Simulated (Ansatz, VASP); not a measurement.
# One calculation of C, two programs

```
CELL_PARAMETERS angstrom
2.46498 0.00000 0.00000
-1.23249 2.13474 0.00000
0.00000 0.00000 28.47687
ATOMIC_POSITIONS crystal
C 0.00000 0.00000 0.26337
C 0.66667 0.33333 0.26337
C 0.00000 0.00000 0.38169
C 0.33333 0.66667 0.38169
C 0.00000 0.00000 0.50000
C 0.66667 0.33333 0.50000
C 0.00000 0.00000 0.61831
C 0.33333 0.66667 0.61831
C 0.00000 0.00000 0.73663
C 0.66667 0.33333 0.73663
```

Alike in both runs: task single point; functional PBE; dispersion D3(BJ); k mesh 15 × 15 × 1; occupations methfessel-paxton of order 1, width 0.2 eV; no spin polarisation.

|  | VASP | Ansatz |
| --- | --- | --- |
| version | VASP 6.6.1 | Ansatz 0.2.0 |
| potentials or method | VASP PAW PBE potentials, release 64 (C), cutoff 520 eV | scalar-relativistic, plane waves, PAW |
| valence electrons in the cell | 40 | 40 |

|  | VASP | Ansatz | Ansatz less VASP |
| --- | --- | --- | --- |
| rms of the force components (eV/Å) | 0.003 | 0.003 | 0.0000 |

Atom by atom the forces differ by 0.000 eV/Å (rms over components).
